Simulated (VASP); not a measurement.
Here is a VASP 6.6.1 calculation.

INCAR

```
SYSTEM = BN
PREC     = Accurate       ! precision mode
ENCUT    = 520            ! plane-wave cutoff, eV
EDIFF    = 1E-7           ! SCF threshold, eV
ISMEAR   = 0              ! smearing method
SIGMA    = 0.05           ! smearing width, eV
LREAL    = .False.        ! projectors in reciprocal space
LASPH    = .True.         ! aspherical terms in the spheres
NELM     = 100            ! most SCF steps
ALGO     = Normal         ! electronic algorithm
ISIF     = 2              ! what is computed and relaxed
LWAVE    = .False.        ! write WAVECAR
LCHARG   = .True.         ! write CHGCAR
GGA      = PE             ! functional
LELF     = .True.         ! ELF
LVHAR    = .True.       
NBANDS   = 16             ! bands
```

File KPOINTS:

```
Automatic mesh
0
Gamma
  6 6 6
  0 0 0
```

POSCAR

```
BN
1.0
    0.0000000000     -1.8123937734     -1.8607846871
   -1.8607846871      0.0000000000     -1.8607846871
    1.8607846871      1.8123937734     -3.7215693743
B N
2 2
Direct
   -0.0079968350      0.0356553883      0.0000000000
    0.5079968350      0.4643446117      0.5000000000
    0.3668163164      0.4114884879      0.8750000000
    0.8831836836      0.8385115121      0.3750000000
```

Potentials or basis: VASP PAW PBE potentials, release 64 (B, N).

The run is started by

```bash
$ cat potpaw_PBE.64/B/POTCAR potpaw_PBE.64/N/POTCAR > POTCAR
$ mpirun -np 1 vasp_std > vasp.out
```

Problem. What does it give for the band gap on the k mesh?

Solution. 3.91 eV, indirect (least direct gap 5.65 eV).

Problem. Predict the pressure.

Solution. -17.8 GPa.

Forces in eV/Å, atoms in the order of the input:
```
B    0.584 -0.125  0.478
B   -0.620  0.133 -0.458
N    0.828 -0.174  0.635
N   -0.792  0.165 -0.655
```

Caveat: the k points lie up to 0.48 Å⁻¹ apart; forces of over 1 eV/Å act on the atoms, so gaps and moduli don't describe the material at rest. Expect the measured gap to be larger: semilocal functionals such as PBE lack the derivative discontinuity.
